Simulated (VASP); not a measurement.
# BeB26As27 (a cell with a defect) in VASP: electric field gradients with PBE

Aim: the electric field gradients of BeB26As27 (a cell with a defect) with PBE.

All numbers are computed with VASP 6.6.1; they aren't measurements. Logs are shortened: lines on timing, memory, paths and dates and some standing lists are left out, and cuts for length are marked.

## (1) The cell of the first run

The cell holds a defect, 54 atoms: a = 10.134 Å, b = 10.134 Å, c = 10.134 Å, α = 60.00°, β = 60.00°, γ = 60.00°.

## (2) Electric field gradients, PBE

Contents of INCAR:

```
SYSTEM = BeB26As27
PREC     = Accurate       ! precision mode
ENCUT    = 520            ! plane-wave cutoff, eV
EDIFF    = 1E-8           ! SCF threshold, eV
ISMEAR   = -1             ! smearing method
SIGMA    = 0.01           ! smearing width, eV
LREAL    = Auto         
LASPH    = .TRUE.         ! aspherical terms in the spheres
NELM     = 60             ! most SCF steps
ALGO     = Normal         ! electronic algorithm
ISIF     = 2              ! what is computed and relaxed
LWAVE    = .FALSE.        ! write WAVECAR
LCHARG   = .FALSE.        ! write CHGCAR
GGA      = PE             ! functional
LEFG     = .TRUE.       
NELECT   = 216.0        
NBANDS   = 140            ! bands
```

Contents of KPOINTS:

```
regular mesh
0
G
  2 2 2
  0 0 0
```

Contents of POSCAR:

```
BeB26As27
1.0
    0.0000000000      7.1655000000      7.1655000000
    7.1655000000      0.0000000000      7.1655000000
    7.1655000000      7.1655000000      0.0000000000
Be B As
1 26 27
Direct
    0.0000000000      0.0000000000      0.0000000000
    0.0000000000      0.0000000000      0.3333333333
    0.0000000000      0.0000000000      0.6666666667
    0.0000000000      0.3333333333      0.0000000000
    0.0000000000      0.3333333333      0.3333333333
    0.0000000000      0.3333333333      0.6666666667
    0.0000000000      0.6666666667      0.0000000000
    0.0000000000      0.6666666667      0.3333333333
    0.0000000000      0.6666666667      0.6666666667
    0.3333333333      0.0000000000      0.0000000000
    0.3333333333      0.0000000000      0.3333333333
    0.3333333333      0.0000000000      0.6666666667
    0.3333333333      0.3333333333      0.0000000000
    0.3333333333      0.3333333333      0.3333333333
    0.3333333333      0.3333333333      0.6666666667
    0.3333333333      0.6666666667      0.0000000000
    0.3333333333      0.6666666667      0.3333333333
    0.3333333333      0.6666666667      0.6666666667
    0.6666666667      0.0000000000      0.0000000000
    0.6666666667      0.0000000000      0.3333333333
    0.6666666667      0.0000000000      0.6666666667
    0.6666666667      0.3333333333      0.0000000000
    0.6666666667      0.3333333333      0.3333333333
    0.6666666667      0.3333333333      0.6666666667
    0.6666666667      0.6666666667      0.0000000000
    0.6666666667      0.6666666667      0.3333333333
    0.6666666667      0.6666666667      0.6666666667
    0.0833333333      0.0833333333      0.0833333333
    0.0833333333      0.0833333333      0.4166666667
    0.0833333333      0.0833333333      0.7500000000
    0.0833333333      0.4166666667      0.0833333333
    0.0833333333      0.4166666667      0.4166666667
    0.0833333333      0.4166666667      0.7500000000
    0.0833333333      0.7500000000      0.0833333333
    0.0833333333      0.7500000000      0.4166666667
    0.0833333333      0.7500000000      0.7500000000
    0.4166666667      0.0833333333      0.0833333333
    0.4166666667      0.0833333333      0.4166666667
    0.4166666667      0.0833333333      0.7500000000
    0.4166666667      0.4166666667      0.0833333333
    0.4166666667      0.4166666667      0.4166666667
    0.4166666667      0.4166666667      0.7500000000
    0.4166666667      0.7500000000      0.0833333333
    0.4166666667      0.7500000000      0.4166666667
    0.4166666667      0.7500000000      0.7500000000
    0.7500000000      0.0833333333      0.0833333333
    0.7500000000      0.0833333333      0.4166666667
    0.7500000000      0.0833333333      0.7500000000
    0.7500000000      0.4166666667      0.0833333333
    0.7500000000      0.4166666667      0.4166666667
    0.7500000000      0.4166666667      0.7500000000
    0.7500000000      0.7500000000      0.0833333333
    0.7500000000      0.7500000000      0.4166666667
    0.7500000000      0.7500000000      0.7500000000
```

Potentials or basis: VASP PAW PBE potentials, release 64 (Be, B, As).

Run with:

```bash
$ cat potpaw_PBE.64/Be/POTCAR potpaw_PBE.64/B/POTCAR potpaw_PBE.64/As/POTCAR > POTCAR
$ mpirun -np 1 vasp_std > vasp.out
```

OUTCAR:

```text
SYSTEM = BeB26As27
   PREC = Accurate
   ENCUT = 520
   EDIFF = 1E-8
   ISMEAR = -1
   LREAL = Auto
   LASPH = .TRUE.
   NELM = 60
   ISIF = 2
   GGA = PE
   NELECT = 216.0

 ion  position               nearest neighbor table
   1  0.000  0.000  0.000-  28 2.07  30 2.07  34 2.07  46 2.07
   2  0.000  0.000  0.333-  28 2.07  29 2.07  35 2.07  47 2.07
   3  0.000  0.000  0.667-  30 2.07  29 2.07  36 2.07  48 2.07
   4  0.000  0.333  0.000-  28 2.07  31 2.07  33 2.07  49 2.07
   5  0.000  0.333  0.333-  29 2.07  31 2.07  50 2.07  32 2.07
   6  0.000  0.333  0.667-  30 2.07  32 2.07  33 2.07  51 2.07
[... 46 lines left out ...]
  53  0.750  0.750  0.417-   8 2.07  20 2.07  26 2.07  27 2.07
  54  0.750  0.750  0.750-  27 2.07  21 2.07  25 2.07   9 2.07

  LATTYP: Found a face centered cubic cell.
 ALAT       =    14.3310000000

  Lattice vectors:

 A1 = (   0.0000000000,   7.1655000000,   7.1655000000)
 A2 = (   7.1655000000,   0.0000000000,   7.1655000000)
 A3 = (   7.1655000000,   7.1655000000,   0.0000000000)

Analysis of symmetry for initial positions (statically):
=====================================================================
 Subroutine PRICEL returns:
 Original cell was already a primitive cell.

 Routine SETGRP: Setting up the symmetry group for a
 face centered cubic supercell.

 Subroutine GETGRP returns: Found 24 space group operations
 (whereof 24 operations were pure point group operations)
 out of a pool of 48 trial point group operations.

The static configuration has the point symmetry T_d .

Analysis of symmetry for dynamics (positions and initial velocities):
=====================================================================
 Subroutine PRICEL returns:
 Original cell was already a primitive cell.

 Routine SETGRP: Setting up the symmetry group for a
 face centered cubic supercell.

 Subroutine GETGRP returns: Found 24 space group operations
 (whereof 24 operations were pure point group operations)
 out of a pool of 48 trial point group operations.

The dynamic configuration has the point symmetry T_d .

 Subroutine INISYM returns: Found 24 space group operations
 (whereof 24 operations are pure point group operations),
 and found     1 'primitive' translations

----------------------------------------------------------------------------------------

                                     Primitive cell

  volume of cell :     735.8165

  direct lattice vectors                    reciprocal lattice vectors
     0.000000000  7.165500000  7.165500000    -0.069778801  0.069778801  0.069778801
     7.165500000  0.000000000  7.165500000     0.069778801 -0.069778801  0.069778801
     7.165500000  7.165500000  0.000000000     0.069778801  0.069778801 -0.069778801

  length of vectors
    10.133547281 10.133547281 10.133547281     0.120860429  0.120860429  0.120860429

  position of ions in fractional coordinates (direct lattice)
     0.000000000  0.000000000  0.000000000
     0.000000000  0.000000000  0.333333333
     0.000000000  0.000000000  0.666666667
     0.000000000  0.333333333  0.000000000
     0.000000000  0.333333333  0.333333333
     0.000000000  0.333333333  0.666666667
[... 46 lines left out ...]
     0.750000000  0.750000000  0.416666667
     0.750000000  0.750000000  0.750000000

  ion indices of the primitive-cell ions
   primitive index   ion index
[... 111 lines left out ...]
   ISYM   =      2    0-nonsym 1-usesym 2-fastsym
   POTIM  = 0.5000    time-step for ionic-motion
   TEBEG  =    0.0;   TEEND  =   0.0 temperature during run
   PSTRESS=    0.0 pullay stress
   NELECT =     216.0000    total number of electrons
   NUPDOWN=      -1.0000    fix difference up-down
   EMIN   =  10.00;   EMAX   =-10.00  energy-range for DOS
   EFERMI =   0.00;   METHOD = LEGACY
   ISMEAR =    -1;   SIGMA  =   0.01  broadening in eV -4-tet -1-fermi 0-gaus
   EFERMI_NEDOS =   21; number of points for ismear=-14 and -15
   IALGO  =     38    algorithm
   IMIX   =      4    mixing-type and parameters
     AMIX     =   0.40;   BMIX     =  1.00
     AMIX_MAG =   1.60;   BMIX_MAG =  1.00
  volume/ion in A,a.u.               =      13.63        91.95
  Fermi-wavevector in a.u.,A,eV,Ry     =   1.088018  2.056057 16.106360  1.183784
  Thomas-Fermi vector in A             =   2.224191
   LORBIT       =      0    0 simple, 1 ext, 2 COOP (PROOUT), +10 PAW based schemes
   GGA     = PE    functional components
   LHFCALC =     F    Hartree Fock is set to
   AEXX    =    0.0000 exact exchange contribution
   IVDW    =     0    specifies the selected vdW correction
   LEPSILON=     F    determine dielectric tensor
   LRPA    =     F    only Hartree local field effects (RPA)
 non-spin polarized calculation
  energy-cutoff  :      520.00
  volume of cell :      735.82
 maximum number of plane-waves:     19902
 NGX is ok and might be reduce to    80
   NGX = 37   NGY = 37   NGZ = 37

 number of electron     215.9999999 magnetization

 Free energy of the ion-electron system (eV)
  ---------------------------------------------------
  ext. energy  EPLUGINS =         0.00000000
  ---------------------------------------------------
  free energy    TOTEN  =      -297.89473107 eV

  energy without entropy =     -297.89473107  energy(sigma->0) =     -297.89473107

 E-fermi :   6.5536     XC(G=0): -10.5906

 val. band max:        6.2586012118   @ k =   0.0000   0.0000   0.0000
 cond. band min:       7.3803004686   @ k =   0.0000   0.0000   0.0000
 fundamental gap:      1.1216992568
 Fermi energy:         6.5536491216

 k-point     1 :       0.0000    0.0000    0.0000
  band No.  band energies     occupation
      1      -9.2765      2.00000
      2      -7.6347      2.00000
      3      -7.6118      2.00000
      4      -7.6118      2.00000
      5      -7.6118      2.00000
      6      -7.5502      2.00000
[... 358 lines left out ...]
    119       9.3316      0.00000
    120       9.3614      0.00000
 [bands above 120 left out]

------------------------ aborting loop because EDIFF is reached ----------------------------------------

  FORCE on cell =-STRESS in cart. coord.  units (eV):
  Direction    XX          YY          ZZ          XY          YZ          ZX
  --------------------------------------------------------------------------------------
  -------------------------------------------------------------------------------------
  Total       30.9453814     30.9453814     30.9453814      0.0000000     -0.0000000      0.0000000
  in kB       67.3809183     67.3809183     67.3809183      0.0000000     -0.0000000      0.0000000
  external PRESSURE =      67.3809183 kB  Pullay stress =       0.0000000 kB

 VOLUME and BASIS-vectors are now :
 -----------------------------------------------------------------------------
  energy-cutoff  :      520.00
  volume of cell :      735.82
      direct lattice vectors                 reciprocal lattice vectors
     0.000000000  7.165500000  7.165500000    -0.069778801  0.069778801  0.069778801
     7.165500000  0.000000000  7.165500000     0.069778801 -0.069778801  0.069778801
     7.165500000  7.165500000  0.000000000     0.069778801  0.069778801 -0.069778801

 POSITION                                       TOTAL-FORCE (eV/Angst)
 -----------------------------------------------------------------------------------
      0.00000      0.00000      0.00000         0.000000      0.000000      0.000000
      2.38850      2.38850      0.00000         0.077940      0.077940      0.308040
      4.77700      4.77700      0.00000        -0.077940     -0.077940      0.308040
      2.38850      0.00000      2.38850         0.077940      0.308040      0.077940
      4.77700      2.38850      2.38850        -0.035526      0.035526      0.035526
      7.16550      4.77700      2.38850        -0.308040     -0.077940      0.077940
[... 46 lines left out ...]
      8.35975      8.35975     10.74825         0.021012      0.021012      0.107129
     10.74825     10.74825     10.74825         0.000000      0.000000      0.000000
 -----------------------------------------------------------------------------------
    total drift:                                0.000002      0.000002      0.000002

  FREE ENERGIE OF THE ION-ELECTRON SYSTEM (eV)
  ---------------------------------------------------
  free  energy   TOTEN  =      -297.8947310714 eV

  energy  without entropy=     -297.8947310714  energy(sigma->0) =     -297.89473107

 Electric field gradients (V/A^2)
---------------------------------------------------------------------
 ion       V_xx      V_yy      V_zz      V_xy      V_xz      V_yz
---------------------------------------------------------------------
   1       0.000    -0.000     0.000     0.000     0.000     0.000
   2      -0.056    -0.056     0.112    -1.497     0.845     0.845
   3      -0.056    -0.056     0.112    -1.497    -0.845    -0.845
   4      -0.056     0.112    -0.056     0.845    -1.497     0.845
   5      -0.000     0.000     0.000    -0.279    -0.279     0.279
   6       0.112    -0.056    -0.056     0.845    -0.845     1.497
[... 46 lines left out ...]
  53       0.465     0.465    -0.931     7.523     1.010     1.010
  54      -0.000    -0.000    -0.000    -0.000    -0.000    -0.000
---------------------------------------------------------------------

 Electric field gradients after diagonalization (V/A^2)
 (convention: |V_zz| > |V_xx| > |V_yy|)
----------------------------------------------------------------------
 ion       V_xx      V_yy      V_zz     asymmetry (V_yy - V_xx)/ V_zz
----------------------------------------------------------------------
   1      -0.000    -0.000     0.000       0.000
   2       1.441     0.736    -2.177       0.324
   3       1.441     0.736    -2.177       0.324
   4       1.441     0.736    -2.177       0.324
   5      -0.279    -0.279     0.557       0.000
   6       1.441     0.736    -2.177       0.324
[... 46 lines left out ...]
  53      -7.058    -1.154     8.212       0.719
  54       0.000     0.000    -0.001       0.000
----------------------------------------------------------------------

           NMR quadrupolar parameters

 Cq : quadrupolar parameter    Cq=e*Q*V_zz/h
 eta: asymmetry parameters     (V_yy - V_xx)/ V_zz
 Q  : nuclear electric quadrupole moment in mb (millibarn)
----------------------------------------------------------------------
 ion       Cq(MHz)       eta       Q (mb)
----------------------------------------------------------------------
   1       0.000       0.000       1.000
   2      -0.005       0.324       1.000
   3      -0.005       0.324       1.000
   4      -0.005       0.324       1.000
   5       0.001       0.000       1.000
   6      -0.005       0.324       1.000
[... 46 lines left out ...]
  53       0.020       0.719       1.000
  54      -0.000       0.000       1.000
----------------------------------------------------------------------
```

It took 14 min on 1 thread of Intel Xeon Platinum 8488C (Sapphire Rapids), shared host; peak memory 1 GiB.

What came out:

```yaml
Free_energy: -297.8947 eV
Largest_force: 0.743 eV/Å
```

Forces in eV/Å, atoms in the order of the input:
```
Be   0.000  0.000  0.000
B    0.078  0.078  0.308
B   -0.078 -0.078  0.308
B    0.078  0.308  0.078
B   -0.036  0.036  0.036
B   -0.308 -0.078  0.078
B   -0.078  0.308 -0.078
B   -0.308  0.078 -0.078
B   -0.047  0.047  0.047
B    0.308  0.078  0.078
B    0.036 -0.036  0.036
B   -0.078 -0.308  0.078
B    0.036  0.036 -0.036
B   -0.036 -0.036 -0.036
B    0.000  0.000  0.008
B   -0.078  0.078 -0.308
B    0.000  0.008  0.000
B   -0.008  0.000  0.000
B    0.308 -0.078 -0.078
B    0.078 -0.308 -0.078
B    0.047 -0.047  0.047
B    0.078 -0.078 -0.308
B    0.008  0.000  0.000
B    0.000 -0.008  0.000
B    0.047  0.047 -0.047
B    0.000  0.000 -0.008
B   -0.047 -0.047 -0.047
As   0.429  0.429  0.429
As   0.000  0.000 -0.302
As  -0.429 -0.429  0.429
As   0.000 -0.302  0.000
As   0.302  0.000  0.000
As   0.021 -0.021 -0.107
As  -0.429  0.429 -0.429
As   0.021 -0.107 -0.021
As   0.107 -0.021 -0.021
As  -0.302  0.000  0.000
As   0.000  0.302  0.000
As  -0.021  0.021 -0.107
As   0.000  0.000  0.302
As  -0.008 -0.008 -0.008
As   0.008  0.008 -0.008
As  -0.021 -0.107  0.021
As   0.008 -0.008  0.008
As   0.107  0.021  0.021
As   0.429 -0.429 -0.429
As  -0.107  0.021 -0.021
As  -0.021  0.107 -0.021
As  -0.107 -0.021  0.021
As  -0.008  0.008  0.008
As   0.021  0.107  0.021
As  -0.021 -0.021  0.107
As   0.021  0.021  0.107
As   0.000  0.000  0.000
```

Levels at points of the mesh, in eV from the Fermi level:
```csv
k point,band 105,band 106,band 107,band 108,band 109,band 110,band 111,band 112
"(0.00, 0.00, 0.00)",-1.50,-0.30,-0.30,-0.30,0.83,0.83,0.86,0.86
"(0.50, 0.00, 0.00)",-1.15,-1.15,-0.83,-0.83,1.33,1.33,1.34,1.47
"(0.50, 0.50, 0.00)",-1.33,-1.32,-1.05,-1.05,1.00,1.01,1.79,1.84
```

Electric field gradients, principal values (V/Å²):
```
 atom   least  middle  greatest (by size)
 1 Be   0.000   0.000               0.000
  2 B   0.736   1.441              -2.177
  3 B   0.736   1.441              -2.177
  4 B   0.736   1.441              -2.177
  5 B  -0.279  -0.279               0.557
  6 B   0.736   1.441              -2.177
  7 B   0.736   1.441              -2.177
  8 B   0.736   1.441              -2.177
  9 B  -0.252  -0.252               0.505
 10 B   0.736   1.441              -2.177
 11 B  -0.279  -0.279               0.557
 12 B   0.736   1.441              -2.177
 13 B  -0.279  -0.279               0.557
 14 B  -0.279  -0.279               0.557
 15 B  -0.042  -0.236               0.277
 16 B   0.736   1.441              -2.177
 17 B  -0.042  -0.236               0.277
 18 B  -0.042  -0.236               0.277
 19 B   0.736   1.441              -2.177
 20 B   0.736   1.441              -2.177
 21 B  -0.252  -0.252               0.505
 22 B   0.736   1.441              -2.177
 23 B  -0.042  -0.236               0.277
 24 B  -0.042  -0.236               0.277
 25 B  -0.252  -0.252               0.505
 26 B  -0.042  -0.236               0.277
 27 B  -0.252  -0.252               0.505
28 As  79.105  79.105            -158.209
29 As   0.466  13.364             -13.830
30 As  79.104  79.104            -158.208
31 As   0.466  13.364             -13.830
32 As   0.466  13.363             -13.830
33 As  -1.154  -7.058               8.212
34 As  79.104  79.104            -158.208
35 As  -1.154  -7.058               8.212
36 As  -1.154  -7.058               8.212
37 As   0.466  13.364             -13.830
38 As   0.466  13.363             -13.830
39 As  -1.154  -7.058               8.212
40 As   0.466  13.363             -13.830
41 As   1.109   1.109              -2.219
42 As   1.109   1.109              -2.218
43 As  -1.154  -7.058               8.212
44 As   1.109   1.109              -2.218
45 As  -1.154  -7.058               8.212
46 As  79.104  79.104            -158.208
47 As  -1.154  -7.058               8.212
48 As  -1.154  -7.058               8.212
49 As  -1.154  -7.058               8.212
50 As   1.109   1.109              -2.218
51 As  -1.154  -7.058               8.212
52 As  -1.154  -7.058               8.212
53 As  -1.154  -7.058               8.212
54 As   0.000   0.000              -0.001
```

Caveat: the cell carries a net charge on a neutralising background, which shifts energy and pressure; the cell is charged against a uniform background, so pressure and absolute levels hang on convention; without QUAD_EFG the Cq values of the log hold for a quadrupole moment of 1 mb, not for the nuclei.
